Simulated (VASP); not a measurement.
# Pt (Fm-3m) in VASP: settings compared

Pt is run at these levels: RPBE, LDA; tasks: single point.

All numbers are computed with VASP 6.6.1; they aren't measurements. Logs are shortened: lines on timing, memory, paths and dates and some standing lists are left out, and cuts for length are marked.

### 1 The cell of the first run

Symmetry: Fm-3m, No. 225, cubic system. The conventional cell has a = 3.922 Å, b = 3.922 Å, c = 3.922 Å, α = 90.00°, β = 90.00°, γ = 90.00°. Pt (site symmetry m-3m) has 12 Pt at 2.77 Å within 3.7 Å.

### 2 Single point, RPBE

File INCAR:

```
SYSTEM = Pt
  ALGO = Normal
  EDIFF = 1E-7
  ENCUT = 520
  GGA = RP
  ISIF = 2
  ISMEAR = 0
  LASPH = .True.
  LCHARG = .True.
  LELF = .True.
  LREAL = .False.
  LVHAR = .True.
  LWAVE = .False.
  NBANDS = 11
  NELM = 100
  PREC = Accurate
  SIGMA = 0.02
```

File KPOINTS:

```
k-points
0
Gamma
  12 12 12
  0 0 0
```

File POSCAR:

```
Pt
1.0
    2.7731313700      0.0000000000      0.0000000000
    1.3865656850      2.4016022145      0.0000000000
    1.3865656850      0.8005340715      2.2642522821
Pt
1
Direct
    0.0000000000      0.0000000000      0.0000000000
```

Potentials or basis: VASP PAW PBE potentials, release 64 (Pt).

The run is started by

```sh
cat potpaw_PBE.64/Pt/POTCAR > POTCAR
mpirun -np 1 vasp_std > vasp.out
```

OUTCAR:

```text
SYSTEM = Pt
   EDIFF = 1E-7
   ENCUT = 520
   GGA = RP
   ISIF = 2
   ISMEAR = 0
   LASPH = .True.
   LREAL = .False.
   NELM = 100
   PREC = Accurate

 ion  position               nearest neighbor table
   1  0.000  0.000  0.000-

  LATTYP: Found a face centered cubic cell.
 ALAT       =     3.9217999938

  Lattice vectors:

 A1 = (   2.7731313700,   0.0000000000,   0.0000000000)
 A2 = (   1.3865656850,   2.4016022145,   0.0000000000)
 A3 = (   1.3865656850,   0.8005340715,   2.2642522821)

Analysis of symmetry for initial positions (statically):
=====================================================================
 Subroutine PRICEL returns:
 Original cell was already a primitive cell.

 Routine SETGRP: Setting up the symmetry group for a
 face centered cubic supercell.

 Subroutine GETGRP returns: Found 48 space group operations
 (whereof 48 operations were pure point group operations)
 out of a pool of 48 trial point group operations.

The static configuration has the point symmetry O_h .

Analysis of symmetry for dynamics (positions and initial velocities):
=====================================================================
 Subroutine PRICEL returns:
 Original cell was already a primitive cell.

 Routine SETGRP: Setting up the symmetry group for a
 face centered cubic supercell.

 Subroutine GETGRP returns: Found 48 space group operations
 (whereof 48 operations were pure point group operations)
 out of a pool of 48 trial point group operations.

The dynamic configuration has the point symmetry O_h .

 Subroutine INISYM returns: Found 48 space group operations
 (whereof 48 operations are pure point group operations),
 and found     1 'primitive' translations

----------------------------------------------------------------------------------------

                                     Primitive cell

  volume of cell :      15.0798

  direct lattice vectors                    reciprocal lattice vectors
     2.773131370  0.000000000  0.000000000     0.360603183 -0.208194345 -0.147215633
     1.386565685  2.401602214  0.000000000     0.000000000  0.416388690 -0.147215633
     1.386565685  0.800534071  2.264252282     0.000000000  0.000000000  0.441646899

  length of vectors
     2.773131370  2.773131370  2.773131370     0.441646899  0.441646899  0.441646899

  position of ions in fractional coordinates (direct lattice)
     0.000000000  0.000000000  0.000000000

  ion indices of the primitive-cell ions
   primitive index   ion index
[... 73 lines left out ...]
   EDIFF  = 0.1E-06   stopping-criterion for ELM
   LREAL  =      F    real-space projection
   EDIFFG = 0.1E-05   stopping-criterion for IOM
   NSW    =      0    number of steps for IOM
   IBRION =     -1    ionic relax: 0-MD 1-quasi-New 2-CG
   NFREE  =      0    steps in history (QN), initial steepest desc. (CG)
   ISIF   =      2    stress and relaxation
   ISYM   =      2    0-nonsym 1-usesym 2-fastsym
   POTIM  = 0.5000    time-step for ionic-motion
   TEBEG  =    0.0;   TEEND  =   0.0 temperature during run
   PSTRESS=    0.0 pullay stress
   NELECT =      10.0000    total number of electrons
   NUPDOWN=      -1.0000    fix difference up-down
   EMIN   =  10.00;   EMAX   =-10.00  energy-range for DOS
   EFERMI =   0.00;   METHOD = LEGACY
   ISMEAR =     0;   SIGMA  =   0.02  broadening in eV -4-tet -1-fermi 0-gaus
   EFERMI_NEDOS =   21; number of points for ismear=-14 and -15
   IALGO  =     38    algorithm
   IMIX   =      4    mixing-type and parameters
     AMIX     =   0.40;   BMIX     =  1.00
     AMIX_MAG =   1.60;   BMIX_MAG =  1.00
  volume/ion in A,a.u.               =      15.08       101.76
  Fermi-wavevector in a.u.,A,eV,Ry     =   1.427609  2.697791 27.729605  2.038068
  Thomas-Fermi vector in A             =   2.547760
   LORBIT       =      0    0 simple, 1 ext, 2 COOP (PROOUT), +10 PAW based schemes
   GGA     = RP    functional components
   LHFCALC =     F    Hartree Fock is set to
   AEXX    =    0.0000 exact exchange contribution
   IVDW    =     0    specifies the selected vdW correction
   LEPSILON=     F    determine dielectric tensor
   LRPA    =     F    only Hartree local field effects (RPA)
 non-spin polarized calculation
 Gauss-broadening in eV      SIGMA  =   0.02
  energy-cutoff  :      520.00
  volume of cell :       15.08
 maximum number of plane-waves:       419
 NGX is ok and might be reduce to    24
   NGX = 11   NGY = 11   NGZ = 11

 number of electron      10.0000000 magnetization

 Free energy of the ion-electron system (eV)
  ---------------------------------------------------
  ext. energy  EPLUGINS =         0.00000000
  ---------------------------------------------------
  free energy    TOTEN  =        -5.42628146 eV

  energy without entropy =       -5.42510758  energy(sigma->0) =       -5.42569452

 E-fermi :  11.3749     XC(G=0): -13.4338

 val. band max:       11.3721839682   @ k =  -0.4167   0.4167   0.1667
 cond. band min:      11.3779864792   @ k =   0.4167   0.3333   0.0000
 fundamental gap:      0.0058025109
 Fermi energy:        11.3748702490

 k-point     1 :       0.0000    0.0000    0.0000
  band No.  band energies     occupation
      1       1.1632      2.00000
      2       7.5760      2.00000
      3       7.5760      2.00000
      4       7.5760      2.00000
      5       9.7223      2.00000
      6       9.7223      2.00000
      7      25.9628      0.00000
      8      30.9519      0.00000
      9      30.9519      0.00000
     10      30.9519      0.00000
     11      36.2829      0.00000
[... 309 lines left out ...]
 k-point    24 :      -0.4167    0.1667   -0.0000
  band No.  band energies     occupation
      1       4.8606      2.00000
      2       6.9309      2.00000
      3       8.1894      2.00000
      4       8.4858      2.00000
      5      11.0607      2.00000
      6      14.3972      0.00000
      7      17.4126      0.00000
      8      26.1644      0.00000
      9      28.2714      0.00000
     10      29.9221      0.00000
     11      38.2164      0.00000

 [... further k-points ...]
[... 5 lines left out ...]
  --------------------------------------------------------------------------------------
  -------------------------------------------------------------------------------------
  Total        1.3082857      1.3082857      1.3082857      0.0000000      0.0000000      0.0000000
  in kB      139.0006568    139.0006568    139.0006568      0.0000000      0.0000000      0.0000000
  external PRESSURE =     139.0006568 kB  Pullay stress =       0.0000000 kB

 VOLUME and BASIS-vectors are now :
 -----------------------------------------------------------------------------
  energy-cutoff  :      520.00
  volume of cell :       15.08
      direct lattice vectors                 reciprocal lattice vectors
     2.773131370  0.000000000  0.000000000     0.360603183 -0.208194345 -0.147215633
     1.386565685  2.401602214  0.000000000     0.000000000  0.416388690 -0.147215633
     1.386565685  0.800534071  2.264252282     0.000000000  0.000000000  0.441646899

 POSITION                                       TOTAL-FORCE (eV/Angst)
 -----------------------------------------------------------------------------------
      0.00000      0.00000      0.00000        -0.000000      0.000000      0.000000
 -----------------------------------------------------------------------------------
    total drift:                               -0.000000     -0.000000     -0.000000

  FREE ENERGIE OF THE ION-ELECTRON SYSTEM (eV)
  ---------------------------------------------------
  free  energy   TOTEN  =        -5.4262814562 eV

  energy  without entropy=       -5.4251075834  energy(sigma->0) =       -5.42569452
```

OSZICAR:

```text
N       E                     dE             d eps       ncg     rms          rms(c)
DAV:   1     0.415189615135E+02    0.41519E+02   -0.53395E+03  1616   0.847E+02
DAV:   2    -0.509012890381E+01   -0.46609E+02   -0.44493E+02  1823   0.175E+02
DAV:   3    -0.575129276991E+01   -0.66116E+00   -0.65946E+00  1809   0.201E+01
DAV:   4    -0.575395364118E+01   -0.26609E-02   -0.26605E-02  1835   0.150E+00
DAV:   5    -0.575397513171E+01   -0.21491E-04   -0.21491E-04  1854   0.125E-01    0.128E+01
DAV:   6    -0.546349064682E+01    0.29048E+00   -0.63228E-01  1719   0.643E+00    0.691E+00
DAV:   7    -0.542946249237E+01    0.34028E-01   -0.14511E-01  1815   0.291E+00    0.250E+00
DAV:   8    -0.542658520253E+01    0.28773E-02   -0.93111E-03  1719   0.813E-01    0.581E-01
DAV:   9    -0.542627603096E+01    0.30917E-03   -0.53072E-04  1743   0.192E-01    0.277E-02
DAV:  10    -0.542628155874E+01   -0.55278E-05   -0.77392E-06  2116   0.215E-02    0.548E-03
DAV:  11    -0.542628140133E+01    0.15741E-06   -0.49609E-08  1502   0.214E-03    0.144E-03
DAV:  12    -0.542628145615E+01   -0.54820E-07   -0.55192E-09   954   0.467E-04
   1 F= -.54262815E+01 E0= -.54256945E+01  d E =-.117387E-02
```

stdout:

```text
POSCAR found type information on POSCAR Pt
 POSCAR found :  1 types and       1 ions
 scaLAPACK will be used
 -----------------------------------------------------------------------------
|                                                                             |
|                                                                             |
|     You enforced a specific xc type in the INCAR file but a different       |
|     I HOPE YOU KNOW WHAT YOU ARE DOING!                                     |
|                                                                             |
 -----------------------------------------------------------------------------

 LDA part: xc-table for (Slater+PW92), standard interpolation
 POSCAR, INCAR and KPOINTS ok, starting setup
 FFT: planning ... GRIDC
 FFT: planning ... GRID_SOFT
 FFT: planning ... GRID
 WAVECAR not read
 entering main loop
```

Run time: 20 s. Hardware: 1 thread of AMD EPYC 7R13 (Zen 3), shared host; peak memory 0.12 GiB.

Results:

* Free energy: -5.4263 eV
* Pressure: 13.9 GPa
* Band gap on the k mesh: zero (band 5 reaches 11.85 eV, above the bottom of band 6 at 9.62 eV)

Caveat: the PAW data sets were made with another functional, which shifts forces and pressure a little; spin-orbit coupling is left out, which moves the levels of the heavy elements.

### 3 Single point, LDA

This run uses another cell than the first one, of 14.77 Å³/atom, 0.979 times its volume.

File INCAR:

```
SYSTEM = Pt
PREC     = Accurate       ! precision mode
ENCUT    = 520            ! plane-wave cutoff, eV
EDIFF    = 1E-6           ! SCF threshold, eV
ISMEAR   = -1             ! smearing method
SIGMA    = 0.05           ! smearing width, eV
LREAL    = .FALSE.        ! projectors in reciprocal space
LASPH    = .TRUE.         ! aspherical terms in the spheres
NELM     = 100            ! most SCF steps
ALGO     = Normal         ! electronic algorithm
ISIF     = 2              ! what is computed and relaxed
LWAVE    = .FALSE.        ! write WAVECAR
LCHARG   = .TRUE.         ! write CHGCAR
LELF     = .TRUE.         ! ELF
LVHAR    = .TRUE.       
NBANDS   = 11             ! bands
```

File KPOINTS:

```
Automatic mesh
0
G
  12 12 12
  0 0 0
```

File POSCAR:

```
Pt
1.0
    0.0000000000      1.9472399984      1.9472399984
    1.9472399984      0.0000000000      1.9472399984
    1.9472399984      1.9472399984      0.0000000000
Pt
1
Direct
    0.0000000000      0.0000000000      0.0000000000
```

Potentials or basis: VASP PAW LDA potentials, release 64 (Pt).

The run is started by

```sh
cat potpaw_LDA.64/Pt/POTCAR > POTCAR
mpirun -np 1 vasp_std > vasp.out
```

Run time: 5.8 s. Hardware: 1 thread of Intel Xeon Platinum 8488C (Sapphire Rapids), shared host; peak memory 0.12 GiB.

It converged, with:

| Quantity | Value |
| --- | --- |
| Free energy | -7.5149 eV |
| Pressure | 0.8 GPa |
| Band gap on the k mesh | zero (band 5 reaches 12.08 eV, above the bottom of band 6 at 9.77 eV) |

Levels at points of the mesh, in eV from the Fermi level:
| k point | band 2 | band 3 | band 4 | band 5 | band 6 | band 7 | band 8 | band 9 |
| --- | --- | --- | --- | --- | --- | --- | --- | --- |
| (0.00, 0.00, 0.00) | -3.97 | -3.97 | -3.97 | -1.70 | -1.70 | 14.53 | 19.57 | 19.57 |
| (0.50, 0.00, 0.00) | -4.03 | -4.03 | -0.59 | 0.03 | 0.03 | 5.97 | 14.10 | 19.01 |
| (0.50, 0.50, 0.00) | -6.90 | 0.02 | 0.50 | 0.50 | 1.70 | 9.08 | 11.38 | 11.38 |

Caveat: spin-orbit coupling is left out, which moves the levels of the heavy elements.
